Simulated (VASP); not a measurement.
**InP: single point with PBE**

InP, a slab with vacuum:

```
CELL_PARAMETERS angstrom
4.21440 0.00000 0.00000
0.00000 5.96007 0.00000
0.00000 0.00000 25.53601
ATOMIC_POSITIONS crystal
In 0.50000 0.44701 0.31127
In 0.00000 0.01709 0.37208
In 0.50000 0.51612 0.46082
In 0.00000 0.01610 0.53918
In 0.50000 0.51707 0.62792
In 0.00000 0.94697 0.68873
P 0.00000 0.23798 0.28461
P 0.50000 0.76769 0.37745
P 0.00000 0.26419 0.45685
P 0.50000 0.76418 0.54316
P 0.00000 0.26766 0.62256
P 0.50000 0.73794 0.71539
```

```json
{
 "Program": "VASP 6.6.1",
 "Task": "single point",
 "Functional": "PBE",
 "Potentials or basis": "VASP PAW PBE potentials, release 64 (In_d, P)",
 "Cutoff": "520 eV",
 "k mesh": "8 × 6 × 1",
 "Occupations": "gaussian, width 0.05 eV",
 "Spin": "no spin polarisation",
 "Dipole correction": "yes",
 "Further INCAR settings": "ALGO = Normal; EDIFF = 1e-06; NBANDS = 66"
}
```

```json
{
 "Largest force": "0.024 eV/Å",
 "Band gap on the k mesh": "1.00 eV"
}
```

Forces in eV/Å, atoms in the order of the input:
```
In   0.000 -0.003  0.009
In   0.000  0.023 -0.008
In   0.000 -0.004  0.011
In   0.000 -0.004 -0.010
In   0.000  0.022  0.009
In   0.000 -0.003 -0.008
P    0.000  0.010  0.012
P    0.000 -0.019 -0.009
P    0.000 -0.007 -0.001
P    0.000 -0.007  0.000
P    0.000 -0.019  0.008
P    0.000  0.010 -0.012
```

Levels at points of the mesh, in eV from the valence-band top:
```tsv
k point	band 51	band 52	band 53	band 54	band 55	band 56	band 57	band 58
(0.00, 0.00, 0.00)	-0.28	-0.28	-0.18	0.00	1.00	1.71	1.94	2.18
(0.50, 0.00, 0.00)	-1.36	-1.36	-0.75	-0.75	1.38	1.38	2.29	2.29
(0.00, 0.50, 0.00)	-0.81	-0.81	-0.62	-0.62	1.54	1.54	2.02	2.02
(0.50, 0.50, 0.00)	-1.00	-1.00	-0.67	-0.67	1.54	1.54	2.72	2.72
```

Run time: 41 min on 1 thread of Oxide Virtual Turin-like Processor, on a shared host, peak memory 0.95 GiB.

Caveat: spin-orbit coupling is left out, which moves the levels of the heavy elements.
